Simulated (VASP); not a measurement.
# Al2Cu (P1) in VASP: notebook

Runs on Al2Cu. Level: r2SCAN. Tasks: single point.

Everything below comes from runs of VASP 6.6.1. Logs are shortened: lines on timing, memory, paths and dates and some standing lists are left out, and cuts for length are marked.

### 1 The cell of the first run

The typed cell holds 3 atoms: a = 4.087 Å, b = 4.103 Å, c = 2.909 Å, α = 89.50°, β = 90.28°, γ = 89.96°.

### 2 Single point, r2SCAN

POSCAR reads:

```
Al2Cu
1.0
    4.0866984621      0.0013549814     -0.0100177851
    0.0013549814      4.1025583957      0.0178365925
   -0.0070556074      0.0125624568      2.9085422956
Al Cu
2 1
Direct
    0.4687560276      0.0117958310      0.4766540501
    0.0213922591      0.5074259987      0.4270045301
    0.0251393845      0.0352885078      0.0181625366
```

INCAR.step1 reads:

```
PREC = Accurate
ENCUT = 520
ISMEAR = 0
SIGMA = 0.1
LREAL = F
LASPH = T
NELM = 80
NBANDS = 16
GGA = PE
ALGO = Normal
EDIFF = 1E-4
LWAVE = T
LCHARG = F
```

INCAR.step2 reads:

```
PREC = Accurate
ENCUT = 520
EDIFF = 1E-6
ISMEAR = 0
SIGMA = 0.1
LREAL = F
LASPH = T
NELM = 80
ALGO = Normal
ISIF = 2
LWAVE = F
LCHARG = F
METAGGA = R2SCAN
LMIXTAU = T
NBANDS = 16
ISTART = 1
```

KPOINTS reads:

```
Automatic mesh
0
Gamma
  1 1 1
```

Potentials or basis: VASP PAW PBE potentials, release 64 (Al, Cu).

Launch:

```sh
$ cat potpaw_PBE.64/Al/POTCAR potpaw_PBE.64/Cu/POTCAR > POTCAR
$ cp INCAR.step1 INCAR
$ mpirun -np 1 vasp_gam > vasp.out
$ cp INCAR.step2 INCAR
$ mpirun -np 1 vasp_gam > vasp.out
```

OUTCAR:

```text
PREC = Accurate
   ENCUT = 520
   EDIFF = 1E-6
   ISMEAR = 0
   LREAL = F
   LASPH = T
   NELM = 80
   ISIF = 2
   METAGGA = R2SCAN
   ISTART = 1

 ion  position               nearest neighbor table
   1  0.469  0.012  0.477-   3 2.25   3 2.41   3 2.64   2 2.74   3 2.76   2 2.77   2 3.04   2 3.07

   2  0.021  0.507  0.427-   3 2.28   3 2.46   3 2.58   1 2.74   1 2.77   3 2.78   1 3.04   1 3.07

   3  0.025  0.035  0.018-   1 2.25   2 2.28   1 2.41   2 2.46   2 2.58   1 2.64   1 2.76   2 2.78

  LATTYP: Found a triclinic cell.
 ALAT       =     2.9085779828
 B/A-ratio  =     1.7360885874
 C/A-ratio  =     1.4050546312
 COS(alpha) =     0.0022793445
 COS(beta)  =     0.0048756307
 COS(gamma) =     0.5830481950

  Lattice vectors:

 A1 = (  -0.0070556074,   0.0125624568,   2.9085422956)
 A2 = (  -0.0057006260,   4.1151208525,   2.9263788881)
 A3 = (  -4.0866984621,  -0.0013549814,   0.0100177851)

Analysis of symmetry for initial positions (statically):
=====================================================================
 Subroutine PRICEL returns:
 Original cell was already a primitive cell.

 Routine SETGRP: Setting up the symmetry group for a
 triclinic supercell.

 Subroutine GETGRP returns: Found  1 space group operations
 (whereof  1 operations were pure point group operations)
 out of a pool of  2 trial point group operations.

The static configuration has the point symmetry C_1 .

Analysis of symmetry for dynamics (positions and initial velocities):
=====================================================================
 Subroutine PRICEL returns:
 Original cell was already a primitive cell.

 Routine SETGRP: Setting up the symmetry group for a
 triclinic supercell.

 Subroutine GETGRP returns: Found  1 space group operations
 (whereof  1 operations were pure point group operations)
 out of a pool of  2 trial point group operations.

The dynamic configuration has the point symmetry C_1 .

 Subroutine INISYM returns: Found  1 space group operations
 (whereof  1 operations are pure point group operations),
 and found     1 'primitive' translations

----------------------------------------------------------------------------------------

                                     Primitive cell

  volume of cell :      48.7632

[... 62 lines left out ...]
   LSORBIT =      F    spin-orbit coupling
   LASPH  =      T    aspherical Exc in radial PAW
   ENCUT  =  520.0 eV  38.22 Ry    6.18 a.u.   7.60  7.63  5.41*2*pi/ulx,y,z
   NELM   =     80;   NELMIN=  2; NELMDL=  0     # of ELM steps
   EDIFF  = 0.1E-05   stopping-criterion for ELM
   LREAL  =      F    real-space projection
   EDIFFG = 0.1E-04   stopping-criterion for IOM
   NSW    =      0    number of steps for IOM
   IBRION =     -1    ionic relax: 0-MD 1-quasi-New 2-CG
   NFREE  =      0    steps in history (QN), initial steepest desc. (CG)
   ISIF   =      2    stress and relaxation
   ISYM   =      2    0-nonsym 1-usesym 2-fastsym
   POTIM  = 0.5000    time-step for ionic-motion
   TEBEG  =    0.0;   TEEND  =   0.0 temperature during run
   PSTRESS=    0.0 pullay stress
   NELECT =      17.0000    total number of electrons
   NUPDOWN=      -1.0000    fix difference up-down
   EMIN   =  10.00;   EMAX   =-10.00  energy-range for DOS
   EFERMI =   0.00;   METHOD = LEGACY
   ISMEAR =     0;   SIGMA  =   0.10  broadening in eV -4-tet -1-fermi 0-gaus
   EFERMI_NEDOS =   21; number of points for ismear=-14 and -15
   IALGO  =     38    algorithm
   IMIX   =      4    mixing-type and parameters
     AMIX     =   0.40;   BMIX     =  1.00
     AMIX_MAG =   1.60;   BMIX_MAG =  1.00
  volume/ion in A,a.u.               =      16.25       109.69
  Fermi-wavevector in a.u.,A,eV,Ry     =   1.152198  2.177339 18.062556  1.327560
  Thomas-Fermi vector in A             =   2.288851
   LORBIT       =      0    0 simple, 1 ext, 2 COOP (PROOUT), +10 PAW based schemes
   METAGGA = R2SCAN    functional components
   LHFCALC =     F    Hartree Fock is set to
   AEXX    =    0.0000 exact exchange contribution
   IVDW    =     0    specifies the selected vdW correction
   LEPSILON=     F    determine dielectric tensor
   LRPA    =     F    only Hartree local field effects (RPA)
 non-spin polarized calculation
 Gauss-broadening in eV      SIGMA  =   0.10
  energy-cutoff  :      520.00
  volume of cell :       48.76
 maximum number of plane-waves:       658
 NGX is ok and might be reduce to    30
   NGX = 15   NGY = 15   NGZ = 11

 number of electron      17.0000009 magnetization

 Free energy of the ion-electron system (eV)
  ---------------------------------------------------
  ext. energy  EPLUGINS =         0.00000000
  ---------------------------------------------------
  free energy    TOTEN  =       -24.58321204 eV

  energy without entropy =      -24.52679308  energy(sigma->0) =      -24.55500256

 E-fermi :   7.2108     XC(G=0): -10.9507

 val. band max:        7.2108372121   @ k =   0.0000   0.0000   0.0000
 cond. band min:       8.2615300278   @ k =   0.0000   0.0000   0.0000
 fundamental gap:      1.0506928156
 Fermi energy:         7.2108372122

 k-point     1 :       0.0000    0.0000    0.0000
  band No.  band energies     occupation
      1      -3.9046      2.00000
      2       1.3961      2.00000
      3       1.7027      2.00000
      4       2.3144      2.00000
      5       2.4405      2.00000
      6       2.4780      2.00000
[... 8 lines left out ...]
     15      14.6265      0.00000
     16      19.9321      0.00000

------------------------ aborting loop because EDIFF is reached ----------------------------------------

  FORCE on cell =-STRESS in cart. coord.  units (eV):
  Direction    XX          YY          ZZ          XY          YZ          ZX
  --------------------------------------------------------------------------------------
  -------------------------------------------------------------------------------------
  Total       15.6771088     17.3102885    -29.8246544     -0.2284996      0.2971882      0.9147541
  in kB      515.0917491    568.7519892   -979.9277170     -7.5076520      9.7645051     30.0554312
  external PRESSURE =      34.6386737 kB  Pullay stress =       0.0000000 kB

 VOLUME and BASIS-vectors are now :
 -----------------------------------------------------------------------------
  energy-cutoff  :      520.00
  volume of cell :       48.76
      direct lattice vectors                 reciprocal lattice vectors
     4.086698462  0.001354981 -0.010017785     0.244697785 -0.000083400  0.000593954
     0.001354981  4.102558396  0.017836593    -0.000083400  0.243754945 -0.001053019
    -0.007055607  0.012562457  2.908542296     0.000843315 -0.001495111  0.343823342

 POSITION                                       TOTAL-FORCE (eV/Angst)
 -----------------------------------------------------------------------------------
      1.91232      0.05502      1.38188         2.695751     -0.062384      0.727403
      0.08510      2.08714      1.25080        -1.142608      0.900073      1.019329
      0.10266      0.14504      0.05320        -1.553143     -0.837690     -1.746732
 -----------------------------------------------------------------------------------
    total drift:                                0.008323      0.002073      0.002317

  FREE ENERGIE OF THE ION-ELECTRON SYSTEM (eV)
  ---------------------------------------------------
  free  energy   TOTEN  =       -24.5832120399 eV

  energy  without entropy=      -24.5267930815  energy(sigma->0) =      -24.55500256
```

Run time: 15 s. Hardware: 1 thread of Intel Xeon 8259CL, shared host; peak memory 0.15 GiB.

What came out:

```
Free energy   : -24.5832 eV
Pressure      : 3.5 GPa
Largest force : 2.793 eV/Å
```

Forces on the atoms (eV/Å):
```
Al   2.696 -0.062  0.727
Al  -1.143  0.900  1.019
Cu  -1.553 -0.838 -1.747
```

Stress tensor (GPa, compression positive):
```
 51.51  -0.75   3.01
 -0.75  56.88   0.98
  3.01   0.98 -97.99
```

Caveat: the k points lie up to 2.16 Å⁻¹ apart; the PAW data sets were made with another functional, which shifts forces and pressure a little.

### 3 Single point, r2SCAN

POSCAR is that of step 2.

INCAR.step1 reads:

```
  ALGO = Normal
  EDIFF = 1E-4
  ENCUT = 520
  GGA = PE
  ISMEAR = 0
  LASPH = T
  LCHARG = F
  LREAL = F
  LWAVE = T
  NBANDS = 16
  NELM = 80
  PREC = Accurate
  SIGMA = 0.1
```

INCAR.step2 reads:

```
  ALGO = Normal
  EDIFF = 1E-6
  ENCUT = 520
  ISIF = 2
  ISMEAR = 0
  ISTART = 1
  LASPH = T
  LCHARG = F
  LMIXTAU = T
  LREAL = F
  LWAVE = F
  METAGGA = R2SCAN
  NBANDS = 16
  NELM = 80
  PREC = Accurate
  SIGMA = 0.1
```

KPOINTS reads:

```
k-points
0
Gamma
  2 2 2
```

Potentials or basis: VASP PAW PBE potentials, release 64 (Al, Cu).

Launch:

```sh
$ cat potpaw_PBE.64/Al/POTCAR potpaw_PBE.64/Cu/POTCAR > POTCAR
$ cp INCAR.step1 INCAR
$ mpirun -np 1 vasp_std > vasp.out
$ cp INCAR.step2 INCAR
$ mpirun -np 1 vasp_std > vasp.out
```

OUTCAR:

```text
EDIFF = 1E-6
   ENCUT = 520
   ISIF = 2
   ISMEAR = 0
   ISTART = 1
   LASPH = T
   LREAL = F
   METAGGA = R2SCAN
   NELM = 80
   PREC = Accurate

 ion  position               nearest neighbor table
   1  0.469  0.012  0.477-   3 2.25   3 2.41   3 2.64   2 2.74   3 2.76   2 2.77   2 3.04   2 3.07

   2  0.021  0.507  0.427-   3 2.28   3 2.46   3 2.58   1 2.74   1 2.77   3 2.78   1 3.04   1 3.07

   3  0.025  0.035  0.018-   1 2.25   2 2.28   1 2.41   2 2.46   2 2.58   1 2.64   1 2.76   2 2.78
[... 334 lines left out ...]

  FORCE on cell =-STRESS in cart. coord.  units (eV):
  Direction    XX          YY          ZZ          XY          YZ          ZX
  --------------------------------------------------------------------------------------
  -------------------------------------------------------------------------------------
  Total       -1.7636717     -2.0245465      3.4294272     -0.2245354      0.8211190      1.2390173
  in kB      -57.9477217    -66.5191029    112.6782802     -7.3774003     26.9789298     40.7095215
  external PRESSURE =      -3.9295148 kB  Pullay stress =       0.0000000 kB

 VOLUME and BASIS-vectors are now :
 -----------------------------------------------------------------------------
  energy-cutoff  :      520.00
  volume of cell :       48.76
      direct lattice vectors                 reciprocal lattice vectors
     4.086698462  0.001354981 -0.010017785     0.244697785 -0.000083400  0.000593954
     0.001354981  4.102558396  0.017836593    -0.000083400  0.243754945 -0.001053019
    -0.007055607  0.012562457  2.908542296     0.000843315 -0.001495111  0.343823342

 POSITION                                       TOTAL-FORCE (eV/Angst)
 -----------------------------------------------------------------------------------
      1.91232      0.05502      1.38188         2.230154     -0.044456      0.661788
      0.08510      2.08714      1.25080        -0.334786      0.966610      0.956077
      0.10266      0.14504      0.05320        -1.895368     -0.922154     -1.617864
 -----------------------------------------------------------------------------------
    total drift:                                0.005978      0.003917     -0.001874

  FREE ENERGIE OF THE ION-ELECTRON SYSTEM (eV)
  ---------------------------------------------------
  free  energy   TOTEN  =       -24.3876408487 eV

  energy  without entropy=      -24.3876408349  energy(sigma->0) =      -24.38764084
```

OUTCAR.step1:

```text
EDIFF = 1E-4
   ENCUT = 520
   GGA = PE
   ISMEAR = 0
[... 365 lines left out ...]
      1.91232      0.05502      1.38188         2.225417     -0.076297      0.650298
      0.08510      2.08714      1.25080        -0.294512      0.978110      0.923067
      0.10266      0.14504      0.05320        -1.930905     -0.901813     -1.573365
 -----------------------------------------------------------------------------------
    total drift:                                0.000073      0.001390     -0.000766

  FREE ENERGIE OF THE ION-ELECTRON SYSTEM (eV)
  ---------------------------------------------------
  free  energy   TOTEN  =       -11.1927054542 eV

  energy  without entropy=      -11.1926892270  energy(sigma->0) =      -11.19269734
```

Wall time 40 s (1 thread of Intel Xeon 8259CL, shared host); peak memory 0.16 GiB.

What came out:

| Property | Result |
| --- | --- |
| Free energy | -24.3876 eV |
| Pressure | -0.4 GPa |
| Largest force | 2.657 eV/Å |

Forces in eV/Å, atoms in the order of the input:
```
Al   2.230 -0.044  0.662
Al  -0.335  0.967  0.956
Cu  -1.895 -0.922 -1.618
```

Stress tensor (GPa, compression positive):
```
-5.79 -0.74  4.07
-0.74 -6.65  2.70
 4.07  2.70 11.27
```

Caveat: the k points lie up to 1.08 Å⁻¹ apart; the PAW data sets were made with another functional, which shifts forces and pressure a little.
